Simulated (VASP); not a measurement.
The system is FeO.

```
CELL_PARAMETERS angstrom
2.61247 0.00000 0.00000
0.00000 2.61247 0.00000
0.00000 0.00000 2.61247
ATOMIC_POSITIONS crystal
Fe 0.00000 0.00000 0.00000
O 0.50000 0.50000 0.50000
```

Base run:

| Property | Result |
| --- | --- |
| Program | VASP 6.6.1 |
| Functional | PBE |
| Potentials or basis | VASP PAW PBE potentials, release 64 (Fe, O) |
| Cutoff | 520 eV |
| k mesh | 10 × 10 × 10 |
| Occupations | fermi-dirac, width 0.05 eV |
| Spin | collinear spin, ferromagnetic start |
| Starting moments | [4.5, 0.0] μB |

Its results: band gap on the k mesh zero (filled and empty bands overlap); pressure 9.3 GPa.

Task: The run is repeated on the same cell with these changes: spin from collinear spin, ferromagnetic start to no spin polarisation; further incar settings from ALGO = Normal; EDIFF = 1e-06; NBANDS = 18 to ALGO = Normal; EDIFF = 1e-06; NBANDS = 14. What comes out?

Result: Band gap on the k mesh zero (bands 7 and 8 overlap by 2.19 eV); pressure -17.0 GPa.

Caveats: semilocal functionals often make such compounds metallic where correlation or magnetic order opens a gap, which also shifts bond lengths; the cell stands under pressure (at least some runs); a cell with one magnetic atom can't hold antiferromagnetic order, which such compounds often take (at least some runs); the cell stands under tension (at least some runs).
